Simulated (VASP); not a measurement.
Write the native input for VASP 6.6.1 that does the following.

```yaml
Task: single point
Functional: PBE
Dispersion: D3(BJ)
Potentials_or_basis: VASP PAW PBE potentials, release 64 (O, C, S, H)
Cutoff: 520 eV
k_mesh: 1 × 1 × 1
Occupations: fermi-dirac, width 0.02 eV
Spin: no spin polarisation
Dipole_correction: no
Further_INCAR_settings: LREAL = Auto; ALGO = Normal; EDIFF = 1e-06; NBANDS = 51
```

The structure of H2CSO2 lies in POSCAR:

```
H2CSO2
1.0
    6.7320510000      0.0000000000      0.0000000000
    0.0000000000      6.7320510000      0.0000000000
    0.0000000000      0.0000000000      6.7320510000
O C S H
6 3 3 6
Direct
    0.6227374094      0.6239554632      0.5393601445
   -0.0854271603      0.4434012755      0.2747008304
    0.6625618255      0.0442955646      0.2740323863
    0.9569149134     -0.0090611316      0.8265980160
    0.1290542808      0.8393430175      0.2804494500
    0.6126216216      0.1176610219      0.6892104650
    0.5201683707      0.6528025412      0.6683252994
    0.0069518190      0.3990165850      0.4203176714
    0.5901767530      0.1505781819      0.1704978171
    0.3987343530      0.7168840521      0.8595300303
    0.1140217149      0.3302559651      0.6188158705
    0.4521801751      0.2950215321      0.0667107246
    0.8228992918      0.0013368883      0.7687701712
    1.0609248207     -0.0377745207      0.7265096477
    0.0154187780      0.8687545593      0.1973544170
    0.0709293498      0.7246677127      0.3604696399
    0.6445732512      0.1008162297      0.5508573836
    0.4875780056      0.0282083425      0.7060552572
```

The input as run:

INCAR

```
SYSTEM = H2CSO2
PREC = Accurate
ENCUT = 520
EDIFF = 1E-6
ISMEAR = -1
SIGMA = 0.02
LREAL = Auto
LASPH = .True.
NELM = 100
ALGO = Normal
ISIF = 2
LWAVE = .False.
LCHARG = .False.
GGA = PE
IVDW = 12
NBANDS = 51
```

KPOINTS

```
regular mesh
0
Gamma
  1 1 1
  0 0 0
```

Potentials or basis: VASP PAW PBE potentials, release 64 (O, C, S, H).

Launch:

```sh
$ cat potpaw_PBE.64/O/POTCAR potpaw_PBE.64/C/POTCAR potpaw_PBE.64/S/POTCAR potpaw_PBE.64/H/POTCAR > POTCAR
$ mpirun -np 1 vasp_gam > vasp.out
```

Results of the run:

```
Pressure                   : 2.2 GPa
Largest force              : 8.775 eV/Å
Dispersion energy per atom : -0.064 eV
```

Caveat: the k points lie up to 0.93 Å⁻¹ apart, too coarse for converged energies, forces and pressures.

Run time: 34 s on 1 thread of Intel(R) Xeon(R) Platinum 8259CL CPU @ 2.50GHz (Skylake/Cascade Lake), on a shared host, peak memory 0.32 GiB.
